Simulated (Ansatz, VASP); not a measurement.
**Pt: VASP beside Ansatz**

The input INCAR:

```
SYSTEM = Pt
PREC = Accurate
ENCUT = 520
EDIFF = 1E-6
ISMEAR = 0
SIGMA = 0.15
LREAL = .False.
LASPH = .True.
NELM = 100
ALGO = Normal
ISIF = 2
LWAVE = .False.
LCHARG = .True.
LELF = .True.
LVHAR = .True.
NBANDS = 11
```

KPOINTS

```
Automatic mesh
0
Gamma
  22 22 22
  0 0 0
```

File POSCAR:

```
Pt
1.0
    0.0000000000      2.0500051698      1.7031442951
    2.0500051698      0.0000000000      1.7031442951
    2.0500051698      2.0500051698      0.0000000000
Pt
1
Direct
    0.0000000000      0.0000000000      0.0000000000
```

Input for Ansatz:

```yaml
crystal:
  lattice:
    - [0.0, 2.0500051698, 1.7031442951]
    - [2.0500051698, 0.0, 1.7031442951]
    - [2.0500051698, 2.0500051698, 0.0]
  atoms:
    - { symbol: Pt, position: [0.0, 0.0, 0.0] }
basis:
  ecutwfc: 420
kpoints:
  mp_grid: { grid: [22, 22, 22] }
hamiltonian:
  xc: lda
scf:
  occupations: { method: gaussian, width: 0.15 }
output:
  forces: true
  stress: true
  eigenvalues: true
```

Alike in both runs: task single point; functional LDA; k mesh 22 × 22 × 22; occupations gaussian, width 0.15 eV; no spin polarisation.

|  | VASP | Ansatz |
| --- | --- | --- |
| version | VASP 6.6.1 | Ansatz 0.2.0 |
| potentials or method | VASP PAW LDA potentials, release 64 (Pt), cutoff 520 eV | scalar-relativistic, plane waves, PAW |
| valence electrons in the cell | 10 | 18 |

VASP gave:

```
gap on the k mesh at the Fermi level (eV)                     : none
pressure (GPa)                                                : 13.3
traceless stress, the component that is largest in VASP (GPa) : 6.16
```

Q: Estimate Ansatz's values.

A: gap on the k mesh at the Fermi level (eV): none; pressure (GPa): 12.4; traceless stress, the component that is largest in VASP (GPa): 6.14.

LDA's correlation is that of Perdew and Zunger in VASP and of Perdew and Wang (1992) in Ansatz. A gap of «none» marks a metal or a gap that the smearing closes. VASP's potentials hold 10 valence electrons a cell and Ansatz's 18, so a difference there can come from the potentials and not from the codes.

Spin-orbit coupling is off throughout.
